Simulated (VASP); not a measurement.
# CuNi2 (P-6m2) in VASP: further runs

Runs on CuNi2. Level: PBE. Tasks: single point, relaxation of cell and atoms.

Program: VASP 6.6.1. These are calculated values, not measurements. Logs are shortened: lines on timing, memory, paths and dates and some standing lists are left out, and cuts for length are marked.

## (1) The cell of the first run

Symmetry: P-6m2, No. 187, hexagonal system. Conventional cell: a = 2.521 Å, b = 2.521 Å, c = 11.948 Å, α = 90.00°, β = 90.00°, γ = 120.00°. Within 3.3 Å of Cu (site symmetry 3m) lie 6 Ni at 2.47 Å and 6 Cu at 2.52 Å. Within 3.3 Å of Ni (site symmetry -6m2) lie 12 Ni at 2.47 to 2.52 Å. Within 3.3 Å of Ni (site symmetry 3m) lie 3 Cu at 2.47 Å and 9 Ni at 2.47 to 2.52 Å. Within 3.3 Å of Ni (site symmetry -6m2) lie 6 Cu at 2.47 Å and 6 Ni at 2.52 Å.

## (2) Single point, PBE, collinear spin, ferrimagnetic start

INCAR

```
SYSTEM = CuNi2
  PREC = Accurate
  ENCUT = 520
  EDIFF = 1E-7
  ISMEAR = 0
  SIGMA = 0.1
  LREAL = .FALSE.
  LASPH = .TRUE.
  NELM = 150
  ALGO = Fast
  ISIF = 2
  LWAVE = .FALSE.
  LCHARG = .FALSE.
  ISPIN = 2
  MAGMOM = 0 0 -2 -2 2 -2
  LORBIT = 11
  LMAXMIX = 4
  GGA = PE
  NBANDS = 44
```

KPOINTS

```
regular mesh
0
G
  6 6 2
  0 0 0
```

POSCAR

```
CuNi2
1.0
    2.5206944100      0.0000000000      0.0000000000
   -1.2603472100      2.1829853900      0.0000000000
    0.0000000000      0.0000000000     11.9475983600
Cu Ni
2 4
Direct
    0.3333333300      0.6666666700      0.6666666700
    0.3333333300      0.6666666700      0.3333333300
    0.3333333300      0.6666666700      0.0000000000
    0.6666666700      0.3333333300      0.8333333300
    0.6666666700      0.3333333300      0.1666666700
    0.6666666700      0.3333333300      0.5000000000
```

Potentials or basis: VASP PAW PBE potentials, release 64 (Cu, Ni).

Launch:

```console
$ cat potpaw_PBE.64/Cu/POTCAR potpaw_PBE.64/Ni/POTCAR > POTCAR
$ mpirun -np 1 vasp_std > vasp.out
```

OUTCAR:

```text
SYSTEM = CuNi2
   PREC = Accurate
   ENCUT = 520
   EDIFF = 1E-7
   ISMEAR = 0
   LREAL = .FALSE.
   LASPH = .TRUE.
   NELM = 150
   ISIF = 2
   ISPIN = 2
   LORBIT = 11
   GGA = PE

 ion  position               nearest neighbor table
   1  0.333  0.667  0.667-   4 2.47   4 2.47   4 2.47   6 2.47   6 2.47   6 2.47
   2  0.333  0.667  0.333-   5 2.47   5 2.47   5 2.47   6 2.47   6 2.47   6 2.47
   3  0.333  0.667  0.000-   4 2.47   5 2.47   4 2.47   5 2.47   4 2.47   5 2.47
   4  0.667  0.333  0.833-   1 2.47   1 2.47   1 2.47   3 2.47   3 2.47   3 2.47
   5  0.667  0.333  0.167-   2 2.47   2 2.47   2 2.47   3 2.47   3 2.47   3 2.47
   6  0.667  0.333  0.500-   1 2.47   2 2.47   1 2.47   2 2.47   1 2.47   2 2.47

  LATTYP: Found a hexagonal cell.
 ALAT       =     2.5206944100
 C/A-ratio  =     4.7398043621

  Lattice vectors:

 A1 = (   2.5206944100,   0.0000000000,   0.0000000000)
 A2 = (  -1.2603472100,   2.1829853900,   0.0000000000)
 A3 = (   0.0000000000,   0.0000000000,  11.9475983600)

Analysis of symmetry for initial positions (statically):
=====================================================================
 Subroutine PRICEL returns:
 Original cell was already a primitive cell.

 Routine SETGRP: Setting up the symmetry group for a
 hexagonal supercell.

 Subroutine GETGRP returns: Found 12 space group operations
 (whereof 12 operations were pure point group operations)
 out of a pool of 24 trial point group operations.

The static configuration has the point symmetry D_3h.

Analysis of symmetry for dynamics (positions and initial velocities):
=====================================================================
 Subroutine PRICEL returns:
 Original cell was already a primitive cell.

 Routine SETGRP: Setting up the symmetry group for a
 hexagonal supercell.

 Subroutine GETGRP returns: Found 12 space group operations
 (whereof 12 operations were pure point group operations)
 out of a pool of 24 trial point group operations.

The dynamic configuration has the point symmetry D_3h.

Analysis of structural, dynamic, and magnetic symmetry:
=====================================================================
 Subroutine PRICEL returns:
 Original cell was already a primitive cell.

 Routine SETGRP: Setting up the symmetry group for a
 hexagonal supercell.

 Subroutine GETGRP returns: Found  6 space group operations
 (whereof  6 operations were pure point group operations)
 out of a pool of 24 trial point group operations.

The overall configuration has the point symmetry C_3v.

 Subroutine INISYM returns: Found  6 space group operations
 (whereof  6 operations are pure point group operations),
 and found     1 'primitive' translations

----------------------------------------------------------------------------------------

                                     Primitive cell

  volume of cell :      65.7433

  direct lattice vectors                    reciprocal lattice vectors
     2.520694410  0.000000000  0.000000000     0.396716078  0.229044136  0.000000000
    -1.260347210  2.182985390  0.000000000     0.000000000  0.458088270  0.000000000
     0.000000000  0.000000000 11.947598360     0.000000000  0.000000000  0.083698830

  length of vectors
     2.520694410  2.520694409 11.947598360     0.458088269  0.458088270  0.083698830

  position of ions in fractional coordinates (direct lattice)
     0.333333330  0.666666670  0.666666670
     0.333333330  0.666666670  0.333333330
     0.333333330  0.666666670  0.000000000
     0.666666670  0.333333330  0.833333330
     0.666666670  0.333333330  0.166666670
     0.666666670  0.333333330  0.500000000

  ion indices of the primitive-cell ions
   primitive index   ion index
                 1           1
                 2           2
                 3           3
                 4           4
                 5           5
                 6           6

----------------------------------------------------------------------------------------
[... 36 lines left out ...]
  0.333333 -0.000000  0.500000      6.000000
  0.500000 -0.000000  0.500000      3.000000
  0.166667  0.166667  0.500000      6.000000
  0.333333  0.166667  0.500000     12.000000
  0.333333  0.333333  0.500000      2.000000
   k-points           NKPTS =     14   k-points in BZ     NKDIM =     14   number of bands    NBANDS=     44
   number of dos      NEDOS =    301   number of ions     NIONS =      6
   total plane-waves  NPLWV =  36000
   dimension x,y,z NGX =    20 NGY =   20 NGZ =   90
   dimension x,y,z NGXF=    40 NGYF=   40 NGZF=  180
   ions per type =               2   4
   NGX,Y,Z   is equivalent  to a cutoff of  13.19, 13.19, 12.52 a.u.
   NGXF,Y,Z  is equivalent  to a cutoff of  26.38, 26.38, 25.05 a.u.
 SYSTEM =  CuNi2
   PREC   = accura    normal or accurate (medium, high low for compatibility)
   ISTART =      0    job   : 0-new  1-cont  2-samecut
   ICHARG =      2    charge: 1-file 2-atom 10-const
   ISPIN  =      2    spin polarized calculation?
   LNONCOLLINEAR =      F non collinear calculations
   LSORBIT =      F    spin-orbit coupling
   LASPH  =      T    aspherical Exc in radial PAW
   ENCUT  =  520.0 eV  38.22 Ry    6.18 a.u.   4.69  4.69 22.21*2*pi/ulx,y,z
   NELM   =    150;   NELMIN=  2; NELMDL= -5     # of ELM steps
   EDIFF  = 0.1E-06   stopping-criterion for ELM
   LREAL  =      F    real-space projection
   EDIFFG = 0.1E-05   stopping-criterion for IOM
   NSW    =      0    number of steps for IOM
   IBRION =     -1    ionic relax: 0-MD 1-quasi-New 2-CG
   NFREE  =      0    steps in history (QN), initial steepest desc. (CG)
   ISIF   =      2    stress and relaxation
   ISYM   =      2    0-nonsym 1-usesym 2-fastsym
   POTIM  = 0.5000    time-step for ionic-motion
   TEBEG  =    0.0;   TEEND  =   0.0 temperature during run
   PSTRESS=    0.0 pullay stress
   NELECT =      62.0000    total number of electrons
   NUPDOWN=      -1.0000    fix difference up-down
   EMIN   =  10.00;   EMAX   =-10.00  energy-range for DOS
   EFERMI =   0.00;   METHOD = LEGACY
   ISMEAR =     0;   SIGMA  =   0.10  broadening in eV -4-tet -1-fermi 0-gaus
   EFERMI_NEDOS =   21; number of points for ismear=-14 and -15
   IALGO  =     68    algorithm
   IMIX   =      4    mixing-type and parameters
     AMIX     =   0.40;   BMIX     =  1.00
     AMIX_MAG =   1.60;   BMIX_MAG =  1.00
  volume/ion in A,a.u.               =      10.96        73.94
  Fermi-wavevector in a.u.,A,eV,Ry     =   1.605418  3.033800 35.067215  2.577368
  Thomas-Fermi vector in A             =   2.701768
   LORBIT       =     11    0 simple, 1 ext, 2 COOP (PROOUT), +10 PAW based schemes
   GGA     = PE    functional components
   LHFCALC =     F    Hartree Fock is set to
   AEXX    =    0.0000 exact exchange contribution
   IVDW    =     0    specifies the selected vdW correction
   LEPSILON=     F    determine dielectric tensor
   LRPA    =     F    only Hartree local field effects (RPA)
 spin polarized calculation
 RMM-DIIS sequential band-by-band and
 Gauss-broadening in eV      SIGMA  =   0.10
  energy-cutoff  :      520.00
  volume of cell :       65.74
 maximum number of plane-waves:      1796
 NGX is ok and might be reduce to    20
   NGX =  9   NGY =  9   NGZ = 45

 number of electron      61.9999979 magnetization      -1.6579876

 Free energy of the ion-electron system (eV)
  ---------------------------------------------------
  ext. energy  EPLUGINS =         0.00000000
  ---------------------------------------------------
  free energy    TOTEN  =       -29.12407595 eV

  energy without entropy =      -29.08624819  energy(sigma->0) =      -29.10516207

 E-fermi :   8.8634     XC(G=0): -13.1898

 val. band max:        8.8389295585   @ k =   0.1667   0.1667   0.0000
 cond. band min:       8.8639578572   @ k =   0.3333   0.1667   0.5000
 fundamental gap:      0.0250282987
 Fermi energy:         8.8633914699

 spin component 1

 k-point     1 :       0.0000    0.0000    0.0000
  band No.  band energies     occupation
      1      -0.2978      1.00000
      2       0.6852      1.00000
      3       0.9497      1.00000
      4       3.3162      1.00000
      5       3.4631      1.00000
      6       4.2681      1.00000
[... 633 lines left out ...]
     42      17.7280      0.00000
     43      19.3114      0.00000
 Fermi energy:         8.8633914699

 spin component 2

 k-point     1 :       0.0000    0.0000    0.0000
  band No.  band energies     occupation
      1      -0.2853      1.00000
      2       0.7003      1.00000
      3       0.9639      1.00000
      4       3.2995      1.00000
      5       3.4273      1.00000
      6       4.1243      1.00000
[... 633 lines left out ...]
     42      17.6273      0.00000
     43      19.2739      0.00000
 [bands above 43 left out]

------------------------ aborting loop because EDIFF is reached ----------------------------------------

  FORCE on cell =-STRESS in cart. coord.  units (eV):
  Direction    XX          YY          ZZ          XY          YZ          ZX
  --------------------------------------------------------------------------------------
  -------------------------------------------------------------------------------------
  Total        0.2653739      0.2653739      5.1720598     -0.0000000      0.0000000      0.0000000
  in kB        6.4672139      6.4672139    126.0440878     -0.0000000      0.0000000      0.0000000
  external PRESSURE =      46.3261719 kB  Pullay stress =       0.0000000 kB

 VOLUME and BASIS-vectors are now :
 -----------------------------------------------------------------------------
  energy-cutoff  :      520.00
  volume of cell :       65.74
      direct lattice vectors                 reciprocal lattice vectors
     2.520694410  0.000000000  0.000000000     0.396716078  0.229044136  0.000000000
    -1.260347210  2.182985390  0.000000000     0.000000000  0.458088270  0.000000000
     0.000000000  0.000000000 11.947598360     0.000000000  0.000000000  0.083698830

 POSITION                                       TOTAL-FORCE (eV/Angst)
 -----------------------------------------------------------------------------------
     -0.00000      1.45532      7.96507         0.000000      0.000000     -0.070378
     -0.00000      1.45532      3.98253         0.000000     -0.000000      0.070604
     -0.00000      1.45532      0.00000        -0.000000      0.000000      0.000084
      1.26035      0.72766      9.95633        -0.000000      0.000000      0.455046
      1.26035      0.72766      1.99127         0.000000      0.000000     -0.455384
      1.26035      0.72766      5.97380        -0.000000     -0.000000      0.000029
 -----------------------------------------------------------------------------------
    total drift:                                0.000002     -0.000001     -0.000082

  FREE ENERGIE OF THE ION-ELECTRON SYSTEM (eV)
  ---------------------------------------------------
  free  energy   TOTEN  =       -29.1240759494 eV

  energy  without entropy=      -29.0862481905  energy(sigma->0) =      -29.10516207

 total charge

# of ion       s       p       d       tot
------------------------------------------
    1        0.469   0.437   9.179  10.085
    2        0.469   0.437   9.179  10.085
    3        0.494   0.488   8.309   9.291
    4        0.491   0.479   8.345   9.314
    5        0.491   0.479   8.344   9.313
    6        0.489   0.465   8.374   9.328
--------------------------------------------------
tot          2.902   2.785  51.729  57.417

 magnetization (x)

# of ion       s       p       d       tot
------------------------------------------
    1        0.002   0.005  -0.013  -0.006
    2        0.002   0.005  -0.013  -0.006
    3        0.004   0.021  -0.705  -0.680
    4        0.003   0.016  -0.510  -0.492
    5        0.003   0.016  -0.511  -0.492
    6       -0.002   0.000  -0.016  -0.018
--------------------------------------------------
tot          0.011   0.064  -1.769  -1.694
```

Run time: 6.3 min. Hardware: 1 thread of Intel Xeon 8259CL, shared host; peak memory 0.24 GiB.

Results:

```
Free energy                                           : -29.1241 eV
Pressure                                              : 4.6 GPa
Largest force                                         : 0.455 eV/Å
Net moment                                            : -1.66 μB per cell
Site moments                                          : Cu -0.01; Ni -0.68, -0.49, -0.02 (each value once) μB
Valence electrons inside the program's atomic spheres : Cu 10.09; Ni 9.29, 9.31, 9.33 (each value once)
```

Forces in eV/Å, atoms in the order of the input:
```
Cu   0.000  0.000 -0.070
Cu   0.000  0.000  0.071
Ni   0.000  0.000  0.000
Ni   0.000  0.000  0.455
Ni   0.000  0.000 -0.455
Ni   0.000  0.000  0.000
```

Levels at points of the mesh, in eV from the Fermi level:
Spin up:
| k point | band 27 | band 28 | band 29 | band 30 | band 31 | band 32 | band 33 | band 34 | band 35 | band 36 |
| --- | --- | --- | --- | --- | --- | --- | --- | --- | --- | --- |
| (0.00, 0.00, 0.00) | -1.20 | -0.70 | -0.70 | -0.32 | -0.32 | -0.20 | -0.20 | -0.10 | 0.02 | 0.02 |
| (0.50, 0.00, 0.00) | 0.11 | 0.16 | 0.27 | 0.28 | 0.50 | 0.61 | 1.20 | 2.14 | 2.33 | 3.01 |
| (0.00, 0.00, 0.50) | -1.00 | -0.96 | -0.68 | -0.68 | -0.33 | -0.33 | -0.20 | -0.20 | 0.02 | 0.02 |
| (0.50, 0.00, 0.50) | 0.12 | 0.16 | 0.27 | 0.28 | 0.74 | 1.09 | 1.28 | 1.48 | 2.61 | 2.97 |
Spin down:
| k point | band 31 | band 32 | band 33 | band 34 | band 35 | band 36 |
| --- | --- | --- | --- | --- | --- | --- |
| (0.00, 0.00, 0.00) | -0.76 | -0.66 | -0.66 | -0.34 | -0.34 | -0.08 |
| (0.50, 0.00, 0.00) | 0.47 | 0.61 | 0.96 | 2.01 | 2.26 | 2.78 |
| (0.00, 0.00, 0.50) | -0.78 | -0.78 | -0.66 | -0.66 | -0.34 | -0.34 |
| (0.50, 0.00, 0.50) | 0.71 | 0.88 | 1.12 | 1.41 | 2.54 | 2.72 |

Caveat: the k points lie up to 0.48 Å⁻¹ apart.

## (3) Single point, PBE, collinear spin, ferrimagnetic start

This run uses another cell than the first one, of 11.21 Å³/atom.

INCAR

```
SYSTEM = CuNi2
ALGO     = Normal         ! electronic algorithm
EDIFF    = 1E-7           ! SCF threshold, eV
ENCUT    = 520            ! plane-wave cutoff, eV
GGA      = PE             ! functional
ISIF     = 2              ! what is computed and relaxed
ISMEAR   = 0              ! smearing method
ISPIN    = 2              ! spin polarisation
LASPH    = .TRUE.         ! aspherical terms in the spheres
LCHARG   = .FALSE.        ! write CHGCAR
LMAXMIX  = 4              ! l up to which the mixer works
LORBIT   = 11             ! projections on sites
LREAL    = .FALSE.        ! projectors in reciprocal space
LWAVE    = .FALSE.        ! write WAVECAR
MAGMOM   = 0 0 -2 -2 2 -2 ! initial moments
NBANDS   = 44             ! bands
NELM     = 150            ! most SCF steps
PREC     = Accurate       ! precision mode
SIGMA    = 0.1            ! smearing width, eV
```

KPOINTS

```
k-points
0
G
  6 6 2
  0 0 0
```

POSCAR

```
CuNi2
1.0
    2.4981991893      0.0000000029      0.0000000000
   -1.2490995971      2.1635039602      0.0000000000
    0.0000000000      0.0000000000     12.4483059027
Cu Ni
2 4
Direct
    0.3333333333      0.6666666667      0.6677763066
    0.3333333333      0.6666666667      0.3322236976
    0.3333333333      0.6666666667      0.0000000354
    0.6666666667      0.3333333333      0.8374614669
    0.6666666667      0.3333333333      0.1625385646
    0.6666666667      0.3333333333      0.4999999288
```

Potentials or basis: VASP PAW PBE potentials, release 64 (Cu, Ni).

Launch:

```console
$ cat potpaw_PBE.64/Cu/POTCAR potpaw_PBE.64/Ni/POTCAR > POTCAR
$ mpirun -np 1 vasp_std > vasp.out
```

Wall time 7.3 min (1 thread of Intel Xeon 8259CL, shared host); peak memory 0.25 GiB.

Results (log left out):

```yaml
Free_energy: -29.2498 eV
Pressure: 0.2 GPa
Largest_force: 0.015 eV/Å
Net_moment: -1.83 μB per cell
Site_moments: Cu -0.01; Ni -0.70, -0.55, -0.05 (each value once) μB
Valence_electrons_inside_the_program's_atomic_spheres: Cu 10.04; Ni 9.29, 9.28 (each value once)
```

Forces in eV/Å, atoms in the order of the input:
```
Cu   0.000  0.000  0.001
Cu   0.000  0.000 -0.001
Ni   0.000  0.000  0.000
Ni   0.000  0.000  0.015
Ni   0.000  0.000 -0.015
Ni   0.000  0.000  0.000
```

Levels at points of the mesh, in eV from the Fermi level:
Spin up:
```csv
k point,band 28,band 29,band 30,band 31,band 32,band 33,band 34,band 35
"(0.00, 0.00, 0.00)",-0.64,-0.64,-0.53,-0.21,-0.21,-0.15,-0.15,0.05
"(0.50, 0.00, 0.00)",0.26,0.35,0.35,0.61,0.74,1.29,2.18,2.41
"(0.00, 0.00, 0.50)",-1.18,-0.63,-0.63,-0.21,-0.21,-0.15,-0.15,0.05
"(0.50, 0.00, 0.50)",0.26,0.35,0.35,0.87,1.16,1.33,1.55,2.70
```
Spin down:
| k point | band 31 | band 32 | band 33 | band 34 | band 35 | band 36 |
| --- | --- | --- | --- | --- | --- | --- |
| (0.00, 0.00, 0.00) | -0.78 | -0.68 | -0.68 | -0.51 | -0.26 | -0.26 |
| (0.50, 0.00, 0.00) | 0.58 | 0.73 | 1.04 | 2.05 | 2.34 | 2.88 |
| (0.00, 0.00, 0.50) | -0.79 | -0.79 | -0.67 | -0.67 | -0.26 | -0.26 |
| (0.50, 0.00, 0.50) | 0.83 | 0.95 | 1.16 | 1.48 | 2.62 | 2.81 |

Caveat: the k points lie up to 0.48 Å⁻¹ apart.

(Continued in part 2 of 2.)
